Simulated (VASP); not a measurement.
# Te2Mo in VASP: settings compared

Te2Mo is run at these levels: PBEsol, r2SCAN; tasks: single point.

Program: VASP 6.6.1. These are calculated values, not measurements. Logs are shortened: lines on timing, memory, paths and dates and some standing lists are left out, and cuts for length are marked.

### 1 The cell of the first run

The cell holds a slab with vacuum, 3 atoms: a = 3.491 Å, b = 3.491 Å, c = 18.000 Å, α = 90.00°, β = 90.00°, γ = 120.00°.

### 2 Single point, PBEsol

INCAR

```
  ALGO = Normal
  EDIFF = 1E-7
  ENCUT = 520
  GGA = PS
  ISIF = 2
  ISMEAR = -1
  LASPH = True
  LCHARG = True
  LELF = True
  LREAL = False
  LVHAR = True
  LWAVE = False
  NBANDS = 20
  NELM = 60
  PREC = Accurate
  SIGMA = 0.05
```

KPOINTS

```
k-points
0
Gamma
  9 9 1
```

POSCAR

```
Te2Mo
1.0
    3.4909190000      0.0000000000      0.0000000000
   -1.7454600000      3.0232250000      0.0000000000
    0.0000000000      0.0000000000     18.0000000000
Mo Te
1 2
Direct
    0.3333330000      0.6666670000      0.5000000000
    0.6666670000      0.3333330000      0.6001860000
    0.6666670000      0.3333330000      0.3998140000
```

Potentials or basis: VASP PAW PBE potentials, release 64 (Mo_sv, Te).

The run is started by

```sh
$ cat potpaw_PBE.64/Mo_sv/POTCAR potpaw_PBE.64/Te/POTCAR > POTCAR
$ mpirun -np 1 vasp_std > vasp.out
```

OUTCAR:

```text
EDIFF = 1E-7
   ENCUT = 520
   GGA = PS
   ISIF = 2
   ISMEAR = -1
   LASPH = True
   LREAL = False
   NELM = 60
   PREC = Accurate

 ion  position               nearest neighbor table
   1  0.333  0.667  0.500-   2 2.70   3 2.70   2 2.70   3 2.70   2 2.70   3 2.70
   2  0.667  0.333  0.600-   1 2.70   1 2.70   1 2.70   3 3.61
   3  0.667  0.333  0.400-   1 2.70   1 2.70   1 2.70   2 3.61

  LATTYP: Found a hexagonal cell.
 ALAT       =     3.4909190000
 C/A-ratio  =     5.1562353638

  Lattice vectors:

 A1 = (   3.4909190000,   0.0000000000,   0.0000000000)
 A2 = (  -1.7454600000,   3.0232250000,   0.0000000000)
 A3 = (   0.0000000000,   0.0000000000,  18.0000000000)

Analysis of symmetry for initial positions (statically):
=====================================================================
 Subroutine PRICEL returns:
 Original cell was already a primitive cell.

 Routine SETGRP: Setting up the symmetry group for a
 hexagonal supercell.

 Subroutine GETGRP returns: Found 12 space group operations
 (whereof 12 operations were pure point group operations)
 out of a pool of 24 trial point group operations.

The static configuration has the point symmetry D_3h.

Analysis of symmetry for dynamics (positions and initial velocities):
=====================================================================
 Subroutine PRICEL returns:
 Original cell was already a primitive cell.

 Routine SETGRP: Setting up the symmetry group for a
 hexagonal supercell.

 Subroutine GETGRP returns: Found 12 space group operations
 (whereof 12 operations were pure point group operations)
 out of a pool of 24 trial point group operations.

The dynamic configuration has the point symmetry D_3h.

 Subroutine INISYM returns: Found 12 space group operations
 (whereof 12 operations are pure point group operations),
 and found     1 'primitive' translations

----------------------------------------------------------------------------------------

                                     Primitive cell

  volume of cell :     189.9690

  direct lattice vectors                    reciprocal lattice vectors
     3.490919000  0.000000000  0.000000000     0.286457520  0.165386348  0.000000000
    -1.745460000  3.023225000  0.000000000     0.000000000  0.330772602  0.000000000
     0.000000000  0.000000000 18.000000000     0.000000000  0.000000000  0.055555556

  length of vectors
     3.490919000  3.490919651 18.000000000     0.330772664  0.330772602  0.055555556

  position of ions in fractional coordinates (direct lattice)
     0.333333000  0.666667000  0.500000000
     0.666667000  0.333333000  0.600186000
     0.666667000  0.333333000  0.399814000

  ion indices of the primitive-cell ions
   primitive index   ion index
                 1           1
                 2           2
                 3           3

----------------------------------------------------------------------------------------

 KPOINTS: k-points

Automatic generation of k-mesh.
 Grid dimensions read from file:
 generate k-points for:    9    9    1

 Generating k-lattice:

  Cartesian coordinates                     Fractional coordinates (reciprocal lattice)
     0.031828613  0.018376261  0.000000000     0.111111111 -0.000000000  0.000000000
     0.000000000  0.036752511  0.000000000     0.000000000  0.111111111  0.000000000
     0.000000000  0.000000000  0.055555556     0.000000000  0.000000000  1.000000000

  Length of vectors
     0.036752518  0.036752511  0.055555556

  Shift w.r.t. Gamma in fractional coordinates (k-lattice)
     0.000000000  0.000000000  0.000000000

 Subroutine IBZKPT returns following result:
 ===========================================

 Found     12 irreducible k-points:

 Following reciprocal coordinates:
            Coordinates               Weight
  0.000000  0.000000  0.000000      1.000000
  0.111111  0.000000  0.000000      6.000000
  0.222222  0.000000  0.000000      6.000000
  0.333333  0.000000  0.000000      6.000000
  0.444444  0.000000  0.000000      6.000000
  0.111111  0.111111  0.000000      6.000000
  0.222222  0.111111  0.000000     12.000000
  0.333333  0.111111  0.000000     12.000000
  0.444444  0.111111  0.000000      6.000000
  0.222222  0.222222  0.000000      6.000000
  0.333333  0.222222  0.000000     12.000000
  0.333333  0.333333  0.000000      2.000000
   k-points           NKPTS =     12   k-points in BZ     NKDIM =     12   number of bands    NBANDS=     20
   number of dos      NEDOS =    301   number of ions     NIONS =      3
   total plane-waves  NPLWV = 109760
   dimension x,y,z NGX =    28 NGY =   28 NGZ =  140
   dimension x,y,z NGXF=    56 NGYF=   56 NGZF=  280
   ions per type =               1   2
   NGX,Y,Z   is equivalent  to a cutoff of  13.33, 13.33, 12.93 a.u.
   NGXF,Y,Z  is equivalent  to a cutoff of  26.67, 26.67, 25.86 a.u.
 SYSTEM =  unknown system
   PREC   = accura    normal or accurate (medium, high low for compatibility)
   ISTART =      0    job   : 0-new  1-cont  2-samecut
   ICHARG =      2    charge: 1-file 2-atom 10-const
   ISPIN  =      1    spin polarized calculation?
   LNONCOLLINEAR =      F non collinear calculations
   LSORBIT =      F    spin-orbit coupling
   LASPH  =      T    aspherical Exc in radial PAW
   ENCUT  =  520.0 eV  38.22 Ry    6.18 a.u.   6.49  6.49 33.47*2*pi/ulx,y,z
   NELM   =     60;   NELMIN=  2; NELMDL= -5     # of ELM steps
   EDIFF  = 0.1E-06   stopping-criterion for ELM
   LREAL  =      F    real-space projection
   EDIFFG = 0.1E-05   stopping-criterion for IOM
   NSW    =      0    number of steps for IOM
   IBRION =     -1    ionic relax: 0-MD 1-quasi-New 2-CG
   NFREE  =      0    steps in history (QN), initial steepest desc. (CG)
   ISIF   =      2    stress and relaxation
   ISYM   =      2    0-nonsym 1-usesym 2-fastsym
   POTIM  = 0.5000    time-step for ionic-motion
   TEBEG  =    0.0;   TEEND  =   0.0 temperature during run
   PSTRESS=    0.0 pullay stress
   NELECT =      26.0000    total number of electrons
   NUPDOWN=      -1.0000    fix difference up-down
   EMIN   =  10.00;   EMAX   =-10.00  energy-range for DOS
   EFERMI =   0.00;   METHOD = LEGACY
   ISMEAR =    -1;   SIGMA  =   0.05  broadening in eV -4-tet -1-fermi 0-gaus
   EFERMI_NEDOS =   21; number of points for ismear=-14 and -15
   IALGO  =     38    algorithm
   IMIX   =      4    mixing-type and parameters
     AMIX     =   0.40;   BMIX     =  1.00
     AMIX_MAG =   1.60;   BMIX_MAG =  1.00
  volume/ion in A,a.u.               =      63.32       427.32
  Fermi-wavevector in a.u.,A,eV,Ry     =   0.843668  1.594302  9.684302  0.711776
  Thomas-Fermi vector in A             =   1.958573
   LORBIT       =      0    0 simple, 1 ext, 2 COOP (PROOUT), +10 PAW based schemes
   GGA     = PS    functional components
   LHFCALC =     F    Hartree Fock is set to
   AEXX    =    0.0000 exact exchange contribution
   IVDW    =     0    specifies the selected vdW correction
   LEPSILON=     F    determine dielectric tensor
   LRPA    =     F    only Hartree local field effects (RPA)
 non-spin polarized calculation
  energy-cutoff  :      520.00
  volume of cell :      189.97
 maximum number of plane-waves:      5179
 NGX is ok and might be reduce to    28
   NGX = 13   NGY = 13   NGZ = 67

 number of electron      25.9999997 magnetization

 Free energy of the ion-electron system (eV)
  ---------------------------------------------------
  ext. energy  EPLUGINS =         0.00000000
  ---------------------------------------------------
  free energy    TOTEN  =       -19.61452336 eV

  energy without entropy =      -19.61452280  energy(sigma->0) =      -19.61452308

 E-fermi :   0.7031     XC(G=0):  -4.7116

 val. band max:        0.1068080443   @ k =   0.3333   0.3333   0.0000
 cond. band min:       1.3090472332   @ k =   0.3333   0.3333   0.0000
 fundamental gap:      1.2022391889
 Fermi energy:         0.7031163486

 k-point     1 :       0.0000    0.0000    0.0000
  band No.  band energies     occupation
      1     -60.4205      2.00000
      2     -34.6362      2.00000
      3     -34.4806      2.00000
      4     -34.4806      2.00000
      5     -12.6762      2.00000
      6     -11.7023      2.00000
[... 12 lines left out ...]
     19       4.8147      0.00000
     20       5.6602      0.00000

 k-point     2 :       0.1111    0.0000    0.0000
  band No.  band energies     occupation
      1     -60.4192      2.00000
      2     -34.6324      2.00000
      3     -34.4976      2.00000
      4     -34.4845      2.00000
      5     -12.4974      2.00000
      6     -11.5780      2.00000
[... 12 lines left out ...]
     19       5.0273      0.00000
     20       5.9120      0.00000

 k-point     3 :       0.2222    0.0000    0.0000
  band No.  band energies     occupation
      1     -60.4159      2.00000
      2     -34.6229      2.00000
      3     -34.5404      2.00000
      4     -34.4945      2.00000
      5     -11.9908      2.00000
      6     -11.2275      2.00000
[... 12 lines left out ...]
     19       5.6225      0.00000
     20       6.3986      0.00000

 k-point     4 :       0.3333    0.0000    0.0000
  band No.  band energies     occupation
      1     -60.4122      2.00000
      2     -34.6120      2.00000
      3     -34.5886      2.00000
      4     -34.5058      2.00000
      5     -11.2709      2.00000
      6     -10.7393      2.00000
[... 153 lines left out ...]
 k-point    11 :       0.3333    0.2222    0.0000
  band No.  band energies     occupation
      1     -60.4086      2.00000
      2     -34.6030      2.00000
      3     -34.6017      2.00000
      4     -34.5473      2.00000
      5     -10.3921      2.00000
      6     -10.1485      2.00000
[... 12 lines left out ...]
     19       6.4978      0.00000
     20       7.1827      0.00000

 k-point    12 :       0.3333    0.3333    0.0000
  band No.  band energies     occupation
      1     -60.4080      2.00000
      2     -34.5999      2.00000
      3     -34.5896      2.00000
      4     -34.5711      2.00000
      5     -10.2074      2.00000
      6     -10.0197      2.00000
[... 12 lines left out ...]
     19       5.2775      0.00000
     20       7.4697      0.00000

------------------------ aborting loop because EDIFF is reached ----------------------------------------

  FORCE on cell =-STRESS in cart. coord.  units (eV):
  Direction    XX          YY          ZZ          XY          YZ          ZX
  --------------------------------------------------------------------------------------
  -------------------------------------------------------------------------------------
  Total        0.0467047      0.0467047      0.1017879     -0.0000000      0.0000000      0.0000000
  in kB        0.3939023      0.3939025      0.8584679     -0.0000001      0.0000000      0.0000000
  external PRESSURE =       0.5487576 kB  Pullay stress =       0.0000000 kB

 VOLUME and BASIS-vectors are now :
 -----------------------------------------------------------------------------
  energy-cutoff  :      520.00
  volume of cell :      189.97
      direct lattice vectors                 reciprocal lattice vectors
     3.490919000  0.000000000  0.000000000     0.286457520  0.165386348  0.000000000
    -1.745460000  3.023225000  0.000000000     0.000000000  0.330772602  0.000000000
     0.000000000  0.000000000 18.000000000     0.000000000  0.000000000  0.055555556

 POSITION                                       TOTAL-FORCE (eV/Angst)
 -----------------------------------------------------------------------------------
     -0.00000      2.01548      9.00000         0.000000     -0.000000      0.000000
      1.74546      1.00774     10.80335         0.000000      0.000000      0.031730
      1.74546      1.00774      7.19665         0.000000      0.000000     -0.031730
 -----------------------------------------------------------------------------------
    total drift:                                0.002532     -0.001447      0.000000

  FREE ENERGIE OF THE ION-ELECTRON SYSTEM (eV)
  ---------------------------------------------------
  free  energy   TOTEN  =       -19.6145233560 eV

  energy  without entropy=      -19.6145227964  energy(sigma->0) =      -19.61452308
```

Run time: 91 s. Hardware: 1 thread of Intel Xeon Platinum 8175M at 2.50GHz (Skylake/Cascade Lake), shared host; peak memory 0.33 GiB.

Results:

* Free energy: -19.6145 eV
* Largest force: 0.032 eV/Å
* Band gap on the k mesh: 1.20 eV, direct

Forces on the atoms (eV/Å):
```
Mo   0.000  0.000  0.000
Te   0.000  0.000  0.032
Te   0.000  0.000 -0.032
```

Levels at points of the mesh, in eV from the valence-band top:
```
           k point  band 9  band 10  band 11  band 12  band 13  band 14  band 15  band 16  band 17  band 18
(0.00, 0.00, 0.00)   -1.64    -1.64    -0.83    -0.83    -0.56     3.29     3.29     3.59     3.59     4.27
```

Caveat: the PAW data sets were made with another functional, which shifts forces and pressure a little; spin-orbit coupling is left out, which moves the levels of the heavy elements.

### 3 Single point, r2SCAN

POSCAR is that of step 2.

INCAR.step1

```
PREC     = Accurate       # precision mode
ENCUT    = 520            # plane-wave cutoff, eV
ISMEAR   = -1             # smearing method
SIGMA    = 0.05           # smearing width, eV
LREAL    = F              # projectors in reciprocal space
LASPH    = T              # aspherical terms in the spheres
NELM     = 100            # most SCF steps
NBANDS   = 20             # bands
GGA      = PE             # functional
ALGO     = Normal         # electronic algorithm
EDIFF    = 1E-4           # SCF threshold, eV
LWAVE    = T              # write WAVECAR
LCHARG   = F              # write CHGCAR
```

INCAR.step2

```
PREC     = Accurate       # precision mode
ENCUT    = 520            # plane-wave cutoff, eV
EDIFF    = 1E-7           # SCF threshold, eV
ISMEAR   = -1             # smearing method
SIGMA    = 0.05           # smearing width, eV
LREAL    = F              # projectors in reciprocal space
LASPH    = T              # aspherical terms in the spheres
NELM     = 100            # most SCF steps
ALGO     = Normal         # electronic algorithm
ISIF     = 2              # what is computed and relaxed
LWAVE    = F              # write WAVECAR
LCHARG   = T              # write CHGCAR
METAGGA  = R2SCAN         # meta-GGA
LMIXTAU  = T            
LELF     = T              # ELF
LVHAR    = T            
NBANDS   = 20             # bands
ISTART   = 1
```

KPOINTS

```
Automatic mesh
0
Gamma
  9 9 1
```

Potentials or basis: VASP PAW PBE potentials, release 64 (Mo_sv, Te).

The run is started by

```sh
$ cat potpaw_PBE.64/Mo_sv/POTCAR potpaw_PBE.64/Te/POTCAR > POTCAR
$ cp INCAR.step1 INCAR
$ mpirun -np 1 vasp_std > vasp.out
$ cp INCAR.step2 INCAR
$ mpirun -np 1 vasp_std > vasp.out
```

It took 6 min on 1 thread of Intel Xeon Platinum 8175M at 2.50GHz (Skylake/Cascade Lake), shared host; peak memory 0.38 GiB.

The run converged. Its results:

```
Free energy            : -77.7377 eV
Largest force          : 0.197 eV/Å
Band gap on the k mesh : 1.29 eV, direct
```

Forces on the atoms (eV/Å):
```
Mo   0.000  0.000  0.000
Te   0.000  0.000  0.197
Te   0.000  0.000 -0.197
```

Levels at points of the mesh, in eV from the valence-band top:
```tsv
k point	band 10	band 11	band 12	band 13	band 14	band 15	band 16	band 17
(0.00, 0.00, 0.00)	-1.76	-0.94	-0.94	-0.59	3.40	3.40	3.71	3.71
```

Caveat: the PAW data sets were made with another functional, which shifts forces and pressure a little; spin-orbit coupling is left out, which moves the levels of the heavy elements.
